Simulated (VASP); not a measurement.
Crystal: TiCo.

```
CELL_PARAMETERS angstrom
2.96607 0.00000 0.00000
0.00000 2.96607 0.00000
0.00000 0.00000 2.96607
ATOMIC_POSITIONS crystal
Co 0.50000 0.50000 0.50000
Ti 0.00000 0.00000 0.00000
```

Base run:

```yaml
Program: VASP 6.6.1
Functional: PBEsol
Potentials_or_basis: VASP PAW PBE potentials, release 64 (Co, Ti_sv)
Cutoff: 520 eV
k_mesh: 9 × 9 × 9
Occupations: fermi-dirac, width 0.05 eV
Spin: collinear spin, ferromagnetic start
Starting_moments: "[2.0, 1.0] μB"
```

Its results: pressure -5.5 GPa; net moment 0.63 μB per cell; site moments Co +0.69; Ti -0.03 μB.

Question: The run is repeated on the same cell with these changes: functional from PBEsol to r2SCAN; further incar settings from ALGO = Normal; EDIFF = 1e-07; NBANDS = 22 to ALGO = Normal; EDIFF = 1e-06; NBANDS = 22. What comes out?

Answer: Pressure 4.0 GPa; net moment 0.87 μB per cell; site moments Co +1.32; Ti -0.26 μB.

Caveats: the PAW data sets were made with another functional, which shifts forces and pressure a little.
